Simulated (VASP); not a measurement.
# Mo3H in VASP: notebook

Runs on Mo3H. Level: LDA. Tasks: single point.

All numbers are computed with VASP 6.6.1; they aren't measurements. Logs are shortened: lines on timing, memory, paths and dates and some standing lists are left out, and cuts for length are marked.

### Step 1. The cell of the first run

The cell holds a slab with vacuum, 8 atoms: a = 4.400 Å, b = 4.400 Å, c = 22.201 Å, α = 90.00°, β = 90.00°, γ = 120.00°.

### Step 2. Single point, LDA

INCAR reads:

```
SYSTEM = Mo3H
ALGO = Normal ; DIPOL = 0.5 0.5 0.313
EDIFF = 1E-6 ; ENCUT = 400
GGA_COMPAT = .FALSE. ; IDIPOL = 3
ISIF = 2 ; ISMEAR = 0
LASPH = .TRUE. ; LCHARG = .FALSE.
LDIPOL = .TRUE. ; LREAL = .FALSE.
LWAVE = .FALSE. ; NBANDS = 53
NELM = 120 ; NELMDL = -8
PREC = Accurate ; SIGMA = 0.1
```

KPOINTS reads:

```
k-points
0
G
  6 6 1
  0 0 0
```

POSCAR reads:

```
Mo3H
1.0
    4.4001385491      0.0000000000      0.0000000000
   -2.2000692746      3.8106317637      0.0000000000
    0.0000000000      0.0000000000     22.2005753775
Mo H
6 2
Direct
    0.6666666667      0.3333333333      0.1801755104
    0.3333333333      0.6666666667      0.2206327735
    0.0000000000      0.0000000000      0.2610900367
    0.6666666667      0.3333333333      0.2983628716
    0.3333333333      0.6666666667      0.3344863264
    0.0000000000      0.0000000000      0.3693857136
   -0.2469240429      0.0000000000      0.4184835402
    0.2469240429      0.0000000000      0.4184835402
```

Potentials or basis: VASP PAW LDA potentials, release 64 (Mo_sv, H).

Run with:

```sh
> cat potpaw_LDA.64/Mo_sv/POTCAR potpaw_LDA.64/H/POTCAR > POTCAR
> mpirun -np 1 vasp_std > vasp.out
```

OUTCAR:

```text
SYSTEM = Mo3H
   EDIFF = 1E-6
   ENCUT = 400
   ISIF = 2
   ISMEAR = 0
   LASPH = .TRUE.
   LREAL = .FALSE.
   NELM = 120
   NELMDL = -8
   PREC = Accurate

 ion  position               nearest neighbor table
   1  0.667  0.333  0.180-   4 2.62   2 2.69   2 2.69   2 2.69   3 3.11   3 3.11   3 3.11
   2  0.333  0.667  0.221-   5 2.53   1 2.69   1 2.69   1 2.69   3 2.69   3 2.69   3 2.69   4 3.07
                             4 3.07   4 3.07
   3  0.000  0.000  0.261-   6 2.40   4 2.67   4 2.67   4 2.67   2 2.69   2 2.69   2 2.69   5 3.02
                             5 3.02   5 3.02   1 3.11   1 3.11   1 3.11
   4  0.667  0.333  0.298-   1 2.62   5 2.66   5 2.66   5 2.66   3 2.67   3 2.67   3 2.67   6 2.99
                             6 2.99   6 2.99   2 3.07   2 3.07   2 3.07
   5  0.333  0.667  0.334-   2 2.53   6 2.66   6 2.66   6 2.66   4 2.66   4 2.66   4 2.66   3 3.02
                             3 3.02   3 3.02
   6  0.000  0.000  0.369-   7 1.54   8 1.54   3 2.40   5 2.66   5 2.66   5 2.66   4 2.99   4 2.99
                             4 2.99
   7  0.753  0.000  0.418-   6 1.54
   8  0.247  0.000  0.418-   6 1.54

  LATTYP: Found a hexagonal cell.
 ALAT       =     4.4001385491
 C/A-ratio  =     5.0454264405

  Lattice vectors:

 A1 = (   4.4001385491,   0.0000000000,   0.0000000000)
 A2 = (  -2.2000692746,   3.8106317637,   0.0000000000)
 A3 = (   0.0000000000,   0.0000000000,  22.2005753775)

Analysis of symmetry for initial positions (statically):
=====================================================================
 Subroutine PRICEL returns:
 Original cell was already a primitive cell.

 Routine SETGRP: Setting up the symmetry group for a
 hexagonal supercell.

 Subroutine GETGRP returns: Found  2 space group operations
 (whereof  2 operations were pure point group operations)
 out of a pool of 24 trial point group operations.

The static configuration has the point symmetry C_1h.

Analysis of symmetry for dynamics (positions and initial velocities):
=====================================================================
 Subroutine PRICEL returns:
 Original cell was already a primitive cell.

 Routine SETGRP: Setting up the symmetry group for a
 hexagonal supercell.

 Subroutine GETGRP returns: Found  2 space group operations
 (whereof  2 operations were pure point group operations)
 out of a pool of 24 trial point group operations.

The dynamic configuration has the point symmetry C_1h.

 Subroutine INISYM returns: Found  2 space group operations
 (whereof  2 operations are pure point group operations),
 and found     1 'primitive' translations

----------------------------------------------------------------------------------------

                                     Primitive cell

  volume of cell :     372.2439

  direct lattice vectors                    reciprocal lattice vectors
     4.400138549  0.000000000  0.000000000     0.227265571  0.131211839  0.000000000
    -2.200069275  3.810631764  0.000000000     0.000000000  0.262423677  0.000000000
     0.000000000  0.000000000 22.200575378     0.000000000  0.000000000  0.045043878

  length of vectors
     4.400138549  4.400138549 22.200575378     0.262423677  0.262423677  0.045043878

  position of ions in fractional coordinates (direct lattice)
     0.666666667  0.333333333  0.180175510
     0.333333333  0.666666667  0.220632774
     0.000000000  0.000000000  0.261090037
     0.666666667  0.333333333  0.298362872
     0.333333333  0.666666667  0.334486326
     0.000000000  0.000000000  0.369385714
     0.753075957  0.000000000  0.418483540
     0.246924043  0.000000000  0.418483540

  ion indices of the primitive-cell ions
   primitive index   ion index
                 1           1
                 2           2
                 3           3
                 4           4
                 5           5
                 6           6
                 7           7
                 8           8

----------------------------------------------------------------------------------------

 KPOINTS: k-points

Automatic generation of k-mesh.
 Grid dimensions read from file:
 generate k-points for:    6    6    1

 Generating k-lattice:

  Cartesian coordinates                     Fractional coordinates (reciprocal lattice)
     0.037877595  0.021868640  0.000000000     0.166666667 -0.000000000  0.000000000
     0.000000000  0.043737280  0.000000000     0.000000000  0.166666667  0.000000000
     0.000000000  0.000000000  0.045043878     0.000000000  0.000000000  1.000000000

  Length of vectors
     0.043737280  0.043737280  0.045043878

  Shift w.r.t. Gamma in fractional coordinates (k-lattice)
     0.000000000  0.000000000  0.000000000

 Subroutine IBZKPT returns following result:
 ===========================================

 Found     13 irreducible k-points:

 Following reciprocal coordinates:
            Coordinates               Weight
  0.000000  0.000000  0.000000      1.000000
[... 55 lines left out ...]
   GGA     = CA    functional components
   LHFCALC =     F    Hartree Fock is set to
   AEXX    =    0.0000 exact exchange contribution
   IVDW    =     0    specifies the selected vdW correction
   LEPSILON=     F    determine dielectric tensor
   LRPA    =     F    only Hartree local field effects (RPA)
 non-spin polarized calculation
 Gauss-broadening in eV      SIGMA  =   0.10
  energy-cutoff  :      400.00
  volume of cell :      372.24
 maximum number of plane-waves:      6801
 NGX is ok and might be reduce to    30
   NGX = 15   NGY = 15   NGZ = 73

 dipolmoment           0.000000      0.000000     -0.638760 electrons x Angstroem

 number of electron      86.0000010 magnetization

 dipolmoment           0.000000      0.000000      0.175227 electrons x Angstroem

 Free energy of the ion-electron system (eV)
  ---------------------------------------------------
  ext. energy  EPLUGINS =         0.00000000
  ---------------------------------------------------
  free energy    TOTEN  =       -71.24259400 eV

  energy without entropy =      -71.19672815  energy(sigma->0) =      -71.21966108

 E-fermi :  -0.5100     XC(G=0):  -4.5627

 val. band max:       -0.5146004842   @ k =  -0.3333   0.1667   0.0000
 cond. band min:      -0.4997847794   @ k =   0.1667   0.1667   0.0000
 fundamental gap:      0.0148157048
 Fermi energy:        -0.5100235626

 k-point     1 :       0.0000    0.0000    0.0000
  band No.  band energies     occupation
      1     -61.2830      2.00000
      2     -61.0168      2.00000
      3     -60.9792      2.00000
      4     -60.9162      2.00000
      5     -60.7930      2.00000
      6     -60.3120      2.00000
[... 45 lines left out ...]
     52       1.7188      0.00000
     53       1.8385      0.00000

 k-point     2 :       0.1667    0.0000    0.0000
  band No.  band energies     occupation
      1     -61.2573      2.00000
      2     -61.0122      2.00000
      3     -60.9817      2.00000
      4     -60.9276      2.00000
      5     -60.8065      2.00000
      6     -60.3166      2.00000
[... 45 lines left out ...]
     52       1.7786      0.00000
     53       1.8908      0.00000

 k-point     3 :       0.0000    0.1667    0.0000
  band No.  band energies     occupation
      1     -61.2573      2.00000
      2     -61.0122      2.00000
      3     -60.9817      2.00000
      4     -60.9276      2.00000
      5     -60.8065      2.00000
      6     -60.3166      2.00000
[... 45 lines left out ...]
     52       1.8613      0.00000
     53       1.9479      0.00000
[... 449 lines left out ...]
 k-point    12 :       0.5000    0.3333    0.0000
  band No.  band energies     occupation
      1     -61.1356      2.00000
      2     -61.0522      2.00000
      3     -60.9992      2.00000
      4     -60.9255      2.00000
      5     -60.8639      2.00000
      6     -60.3306      2.00000
[... 45 lines left out ...]
     52       1.6138      0.00000
     53       1.9232      0.00000

 k-point    13 :       0.3333    0.3333    0.0000
  band No.  band energies     occupation
      1     -61.0907      2.00000
      2     -61.0506      2.00000
      3     -61.0420      2.00000
      4     -60.9044      2.00000
      5     -60.8872      2.00000
      6     -60.3330      2.00000
[... 45 lines left out ...]
     52       1.5034      0.00000
     53       1.7321      0.00000

------------------------ aborting loop because EDIFF is reached ----------------------------------------

 vacuum level on the upper side and lower side of the slab       (xc-potential included)         0.702        -1.110

  FORCE on cell =-STRESS in cart. coord.  units (eV):
  Direction    XX          YY          ZZ          XY          YZ          ZX
  --------------------------------------------------------------------------------------
  -------------------------------------------------------------------------------------
  Total        2.5878458     -5.9852660      3.4551280      0.0000000     -2.2294531      0.0000000
  in kB       11.1383641    -25.7612227     14.8712391      0.0000000     -9.5958037      0.0000000
  external PRESSURE =       0.0827935 kB  Pullay stress =       0.0000000 kB

 VOLUME and BASIS-vectors are now :
 -----------------------------------------------------------------------------
  energy-cutoff  :      400.00
  volume of cell :      372.24
      direct lattice vectors                 reciprocal lattice vectors
     4.400138549  0.000000000  0.000000000     0.227265571  0.131211839  0.000000000
    -2.200069275  3.810631764  0.000000000     0.000000000  0.262423677  0.000000000
     0.000000000  0.000000000 22.200575378     0.000000000  0.000000000  0.045043878

 POSITION                                       TOTAL-FORCE (eV/Angst)
 -----------------------------------------------------------------------------------
      2.20007      1.27021      4.00000         0.000000     -0.005496      2.282299
     -0.00000      2.54042      4.89817         0.000000     -0.058653     -0.747977
      0.00000      0.00000      5.79635        -0.000000      0.184155     -2.416547
      2.20007      1.27021      6.62383        -0.000000      0.609137     -0.973340
     -0.00000      2.54042      7.42579        -0.000000      0.271264      1.500117
      0.00000      0.00000      8.20058         0.000000     -0.236164     -4.191823
      3.31364      0.00000      9.29058        -2.916231     -0.382121      2.273636
      1.08650      0.00000      9.29058         2.916231     -0.382121      2.273636
 -----------------------------------------------------------------------------------
    total drift:                               -0.000000      0.000006      0.000815

  FREE ENERGIE OF THE ION-ELECTRON SYSTEM (eV)
  ---------------------------------------------------
  free  energy   TOTEN  =       -71.2425940018 eV

  energy  without entropy=      -71.1967281493  energy(sigma->0) =      -71.21966108

 vacuum level on the upper side and lower side of the slab         5.215         3.367
```

Run time: 14 min. Hardware: 1 thread of Intel Xeon 8259CL, shared host; peak memory 0.36 GiB.

Results:

```yaml
Free_energy: -71.2426 eV
Largest_force: 4.198 eV/Å
Band_gap_on_the_k_mesh: zero (bands 43 and 44 overlap by 0.50 eV)
```

Forces in eV/Å, atoms in the order of the input:
```
Mo   0.000 -0.005  2.282
Mo   0.000 -0.059 -0.748
Mo   0.000  0.184 -2.417
Mo   0.000  0.609 -0.973
Mo   0.000  0.271  1.500
Mo   0.000 -0.236 -4.192
H   -2.916 -0.382  2.274
H    2.916 -0.382  2.274
```

### Step 3. Single point, LDA

INCAR reads:

```
PREC = Accurate
ENCUT = 400
EDIFF = 1E-6
ISMEAR = 0
SIGMA = 0.1
LREAL = F
LASPH = T
NELM = 120
ALGO = Normal
ISIF = 2
LWAVE = F
LCHARG = T
LDIPOL = T
IDIPOL = 3
DIPOL = 0.5 0.5 0.320
GGA = CA
LELF = T
LVHAR = T
LVACPOTAV = T
NBANDS = 53
GGA_COMPAT = F
NELMDL = -8
```

KPOINTS reads:

```
regular mesh
0
Gamma
  6 6 1
```

Changes to POSCAR since step 2:

```diff
@@ -14,3 +14,3 @@
     0.0000000000      0.0000000000      0.3693857136
-   -0.2469240429      0.0000000000      0.4184835402
-    0.2469240429      0.0000000000      0.4184835402
+   -0.2469240429      0.0000000000      0.4473116218
+    0.2469240429      0.0000000000      0.4473116218
```

Potentials or basis: VASP PAW LDA potentials, release 64 (Mo_sv, H).

Run with:

```sh
> cat potpaw_LDA.64/Mo_sv/POTCAR potpaw_LDA.64/H/POTCAR > POTCAR
> mpirun -np 1 vasp_std > vasp.out
```

Wall time 15 min (1 thread of Intel Xeon 8259CL, shared host); peak memory 0.35 GiB.

It converged, with:

- Free energy: -71.0216 eV
- Largest force: 3.357 eV/Å
- Band gap on the k mesh: zero (bands 43 and 44 overlap by 0.18 eV)

Forces in eV/Å, atoms in the order of the input:
```
Mo   0.000 -0.118  1.906
Mo   0.000  0.039 -0.455
Mo   0.000  0.201 -2.657
Mo   0.000  0.243 -0.955
Mo   0.000  0.120  1.678
Mo   0.000 -0.076  3.356
H    0.595 -0.204 -1.436
H   -0.595 -0.204 -1.436
```

Levels at points of the mesh, in eV from the Fermi level:
| k point | band 41 | band 42 | band 43 | band 44 | band 45 | band 46 |
| --- | --- | --- | --- | --- | --- | --- |
| (0.00, 0.00, 0.00) | -1.17 | -1.11 | -0.56 | 0.02 | 0.71 | 1.23 |
| (0.50, 0.00, 0.00) | -0.95 | -0.37 | 0.05 | 0.11 | 0.33 | 0.75 |
| (0.00, 0.50, 0.00) | -0.43 | -0.39 | -0.02 | 0.12 | 0.40 | 0.45 |

### Step 4. Single point, LDA

INCAR reads:

```
PREC = Accurate
ENCUT = 400
EDIFF = 1E-6
ISMEAR = 0
SIGMA = 0.1
LREAL = False
LASPH = True
NELM = 120
ALGO = Normal
ISIF = 2
LWAVE = False
LCHARG = False
LDIPOL = True
IDIPOL = 3
DIPOL = 0.5 0.5 0.316
NBANDS = 53
GGA_COMPAT = False
NELMDL = -8
```

KPOINTS reads:

```
Automatic mesh
0
Gamma
  6 6 1
```

Changes to POSCAR since step 3:

```diff
@@ -14,3 +14,3 @@
     0.0000000000      0.0000000000      0.3693857136
-   -0.2469240429      0.0000000000      0.4473116218
-    0.2469240429      0.0000000000      0.4473116218
+   -0.0738613106      0.0000000000      0.4328975810
+    0.0738613106      0.0000000000      0.4328975810
```

Run with:

```sh
> cat potpaw_LDA.64/Mo_sv/POTCAR potpaw_LDA.64/H/POTCAR > POTCAR
> mpirun -np 1 vasp_std > vasp.out
```

Run time: 12 min. Hardware: 1 thread of Intel Xeon 8259CL, shared host; peak memory 0.35 GiB.

Results (log left out):

| Item | Value |
| --- | --- |
| Free energy | -68.7699 eV |
| Largest force | 12.162 eV/Å |

Forces in eV/Å, atoms in the order of the input:
```
Mo    0.000  -0.093   1.708
Mo    0.000   0.076  -0.118
Mo    0.000   0.043  -4.073
Mo    0.000   0.125  -0.852
Mo    0.000  -0.030   1.108
Mo    0.000  -0.043 -12.162
H    -9.073  -0.040   7.194
H     9.073  -0.040   7.194
```

Levels at points of the mesh, in eV from the Fermi level:
| k point | band 39 | band 40 | band 41 | band 42 | band 43 | band 44 | band 45 | band 46 | band 47 | band 48 |
| --- | --- | --- | --- | --- | --- | --- | --- | --- | --- | --- |
| (0.00, 0.00, 0.00) | -1.30 | -1.30 | -1.22 | -1.20 | -0.50 | 0.25 | 0.50 | 0.96 | 1.22 | 1.24 |
| (0.50, 0.00, 0.00) | -1.50 | -1.09 | -0.89 | -0.33 | -0.11 | 0.10 | 0.30 | 0.60 | 1.25 | 1.52 |
| (0.00, 0.50, 0.00) | -1.50 | -1.06 | -0.66 | -0.39 | -0.27 | 0.09 | 0.35 | 0.49 | 1.35 | 1.54 |

### Step 5. Single point, LDA

INCAR reads:

```
SYSTEM = Mo3H
PREC = Accurate
ENCUT = 400
EDIFF = 1E-6
ISMEAR = 0
SIGMA = 0.1
LREAL = .False.
LASPH = .True.
NELM = 120
ALGO = Normal
ISIF = 2
LWAVE = .False.
LCHARG = .True.
LDIPOL = .True.
IDIPOL = 3
DIPOL = 0.5 0.5 0.334
LELF = .True.
LVHAR = .True.
LVACPOTAV = .True.
NBANDS = 53
GGA_COMPAT = .False.
NELMDL = -8
```

KPOINTS reads:

```
Automatic mesh
0
Gamma
  6 6 1
  0 0 0
```

Changes to POSCAR since step 4:

```diff
@@ -14,3 +14,3 @@
     0.0000000000      0.0000000000      0.3693857136
-   -0.0738613106      0.0000000000      0.4328975810
-    0.0738613106      0.0000000000      0.4328975810
+   -0.0738613106      0.0000000000      0.5045173464
+    0.0738613106      0.0000000000      0.5045173464
```

Run with:

```sh
> cat potpaw_LDA.64/Mo_sv/POTCAR potpaw_LDA.64/H/POTCAR > POTCAR
> mpirun -np 1 vasp_std > vasp.out
```

Run time: 11 min. Hardware: 1 thread of Intel Xeon 8259CL, shared host; peak memory 0.35 GiB.

It converged, with:

```
Free energy            : -71.6281 eV
Largest force          : 5.740 eV/Å
Band gap on the k mesh : zero (bands 43 and 44 overlap by 0.08 eV)
```

Forces in eV/Å, atoms in the order of the input:
```
Mo   0.000 -0.001  1.536
Mo   0.000 -0.002 -0.307
Mo   0.000  0.000 -1.628
Mo   0.000  0.009 -0.078
Mo   0.000 -0.002  0.177
Mo   0.000 -0.001  0.437
H   -5.740 -0.001 -0.068
H    5.740 -0.001 -0.068
```

Levels at points of the mesh, in eV from the Fermi level:
| k point | band 41 | band 42 | band 43 | band 44 | band 45 | band 46 |
| --- | --- | --- | --- | --- | --- | --- |
| (0.00, 0.00, 0.00) | -1.28 | -1.28 | -0.96 | -0.07 | 1.19 | 1.19 |
| (0.50, 0.00, 0.00) | -0.70 | -0.43 | 0.01 | 0.07 | 0.22 | 0.68 |
| (0.00, 0.50, 0.00) | -0.70 | -0.42 | 0.01 | 0.07 | 0.23 | 0.68 |

### Step 6. Single point, LDA

INCAR reads:

```
  PREC = Accurate
  ENCUT = 400
  EDIFF = 1E-6
  ISMEAR = 0
  SIGMA = 0.1
  LREAL = False
  LASPH = True
  NELM = 120
  ALGO = Normal
  ISIF = 2
  LWAVE = False
  LCHARG = False
  LDIPOL = True
  IDIPOL = 3
  DIPOL = 0.5 0.5 0.330
  GGA = CA
  NBANDS = 53
  GGA_COMPAT = False
  NELMDL = -8
```

KPOINTS reads:

```
regular mesh
0
Gamma
  6 6 1
```

Changes to POSCAR since step 5:

```diff
@@ -14,3 +14,3 @@
     0.0000000000      0.0000000000      0.3693857136
-   -0.0738613106      0.0000000000      0.5045173464
-    0.0738613106      0.0000000000      0.5045173464
+   -0.0852245891      0.0000000000      0.4864997953
+    0.0852245891      0.0000000000      0.4864997953
```

Potentials or basis: VASP PAW LDA potentials, release 64 (Mo_sv, H).

Run with:

```sh
> cat potpaw_LDA.64/Mo_sv/POTCAR potpaw_LDA.64/H/POTCAR > POTCAR
> mpirun -np 1 vasp_std > vasp.out
```

It took 12 min on 1 thread of Intel Xeon 8259CL, shared host; peak memory 0.35 GiB.

It converged, with:

| Property | Result |
| --- | --- |
| Free energy | -72.0168 eV |
| Largest force | 1.795 eV/Å |
| Band gap on the k mesh | zero (bands 43 and 44 overlap by 0.01 eV) |

Forces on the atoms (eV/Å):
```
Mo   0.000 -0.003  1.517
Mo   0.000 -0.006 -0.251
Mo   0.000  0.003 -1.795
Mo   0.000  0.025 -0.166
Mo   0.000 -0.007  0.253
Mo   0.000  0.000  0.719
H   -1.030 -0.006 -0.138
H    1.030 -0.006 -0.138
```

Levels at points of the mesh, in eV from the Fermi level:
| k point | band 40 | band 41 | band 42 | band 43 | band 44 | band 45 | band 46 | band 47 |
| --- | --- | --- | --- | --- | --- | --- | --- | --- |
| (0.00, 0.00, 0.00) | -1.30 | -1.28 | -1.28 | -0.89 | 0.00 | 1.16 | 1.18 | 1.27 |
| (0.50, 0.00, 0.00) | -1.28 | -0.71 | -0.47 | 0.01 | 0.07 | 0.21 | 0.67 | 1.30 |
| (0.00, 0.50, 0.00) | -1.28 | -0.70 | -0.44 | 0.00 | 0.07 | 0.23 | 0.66 | 1.32 |

### Step 7. Overview

| cell | gap on the mesh (eV) | largest force (eV/Å) |
| --- | --- | --- |
| as given, atomic positions A | none | 4.20 |
| as given, atomic positions B | none | 3.36 |
| as given, atomic positions C | - | 12.16 |
| as given, atomic positions D | none | 5.74 |
| as given, atomic positions E | none | 1.79 |

Alike in all rows: task single point; level LDA; potentials or basis VASP PAW LDA potentials, release 64 (Mo_sv, H); no spin polarisation; k mesh 6 × 6 × 1; cutoff (eV) 400; smearing gaussian 0.1 eV.

Absolute energies hang on the potentials; compare differences alone.
